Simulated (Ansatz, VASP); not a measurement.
# One calculation of AlFe3, two programs

```
Al Fe
1.0
     3.77940    0.00000    0.00000
     0.00000    3.77940    0.00000
     0.00000    0.00000    3.77940
Al Fe
1 3
Cartesian
  0.0000 0.0000 0.0000
  0.0000 1.8897 1.8897
  1.8897 0.0000 1.8897
  1.8897 1.8897 0.0000
```

Alike in both runs: task single point; functional LDA; k mesh 6 × 6 × 6; collinear spin.

|  | VASP | Ansatz |
| --- | --- | --- |
| version | VASP 6.6.1 | Ansatz 0.2.0 |
| potentials or method | VASP PAW LDA potentials, release 64 (Al, Fe), cutoff 520 eV | plane waves, PAW |
| occupations | fermi-dirac, width 0.1 eV | fermi-dirac |
| valence electrons in the cell | 27 | 51 |

```tsv
	VASP	Ansatz	Ansatz less VASP
net moment per atom (μB)	1.73	1.74	+0.017
size of the moment on the site where the two differ most (μB)	2.32	2.38	+0.059
```

LDA's correlation is that of Perdew and Zunger in VASP and of Perdew and Wang (1992) in Ansatz. Site moments also hang on the region over which each program counts them. VASP's potentials hold 27 valence electrons a cell and Ansatz's 51, so a difference there can come from the potentials and not from the codes.
